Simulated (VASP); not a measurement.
The system is Zn2SbO3.

```
CELL_PARAMETERS angstrom
5.46724 0.00000 0.00000
-2.73362 4.73477 0.00000
0.00000 0.00000 3.20518
ATOMIC_POSITIONS crystal
Zn 0.66667 0.33333 0.50000
Zn 0.33333 0.66667 0.50000
Sb 0.00000 0.00000 0.50000
O 0.00000 0.50000 0.00000
O 0.50000 0.50000 0.00000
O 0.50000 0.00000 0.00000
```

The cell was generated, and may not be a known phase.

| Quantity | Value |
| --- | --- |
| Program | VASP 6.6.1 |
| Task | relaxation of cell and atoms |
| Functional | PBE |
| Potentials or basis | VASP PAW PBE potentials, release 64 (Zn, Sb, O) |
| Cutoff | 600 eV |
| k mesh | 6 × 6 × 6 |
| Occupations | gaussian, width 0.1 eV |
| Spin | no spin polarisation |

At the start: pressure -11.8 GPa; volume 13.83 Å³/atom.

Problem. How do energy, volume and symmetry change on relaxing?

Solution. Over 8 steps the energy falls by 210.0 meV/atom and the volume is 12.53 Å³/atom (-9.4 %); space group P6/mmm (No. 191, to 0.1 Å) before and after.

The path:
| step | energy change (eV) | largest force (eV/Å) | pressure (GPa) | volume (Å³) |
| --- | --- | --- | --- | --- |
| 1 | 0.0000 | 0.0000 | -11.84 | 82.97 |
| 2 | -1.0768 | 0.0000 | 10.47 | 70.71 |
| 3 | -1.2372 | 0.0000 | 2.68 | 73.45 |
| 4 | -1.2368 | 0.0000 | 2.29 | 73.64 |
| 5 | -1.2599 | 0.0000 | -0.39 | 75.45 |
| 6 | -1.2599 | 0.0000 | -0.26 | 75.37 |
| 7 | -1.2599 | 0.0000 | -0.35 | 75.41 |
| 8 | -1.2600 | 0.0000 | 0.12 | 75.19 |

Final structure:
```
Zn Sb O
1.0
     5.53830    0.00000    0.00000
    -2.76915    4.79631    0.00000
     0.00000    0.00000    2.83069
Zn Sb O
2 1 3
Direct
  0.66667 0.33333 0.50000
  0.33333 0.66667 0.50000
  0.00000 0.00000 0.50000
  0.00000 0.50000 0.00000
  0.50000 0.50000 0.00000
  0.50000 0.00000 0.00000
```

Caveat: an odd number of electrons without spin polarisation forces a metal; a magnetic or distorted state may lie lower.
